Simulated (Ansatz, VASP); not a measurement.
**Two plane-wave programs on BaN**

```xyz
4
Lattice="0.0000 3.6407 3.6407 3.6407 0.0000 3.6407 3.6407 3.6407 0.0000" Properties=species:S:1:pos:R:3 pbc="T T T"
Ba    0.0000    0.0000    0.0000
Ba    1.8203    1.8203    1.8203
N     5.4610    5.4610    5.4610
N     3.6407    3.6407    3.6407
```

Alike in both runs: task single point; functional PBE; k mesh 4 × 4 × 4; occupations gaussian, width 0.1 eV; no spin polarisation.

|  | VASP | Ansatz |
| --- | --- | --- |
| version | VASP 6.6.1 | Ansatz 0.2.0 |
| potentials or method | VASP PAW PBE potentials, release 64 (Ba_sv, N), cutoff 520 eV | scalar-relativistic, plane waves, PAW |
| valence electrons in the cell | 30 | 30 |

```tsv
	VASP	Ansatz	Ansatz less VASP
gap on the k mesh at the Fermi level (eV)	none	none	-
pressure (GPa)	-5.1	-6.4	-1.23
```

A gap of «none» marks a metal or a gap that the smearing closes.

The k mesh is coarse, so the values compare programs but aren't converged. Spin-orbit coupling is off throughout.
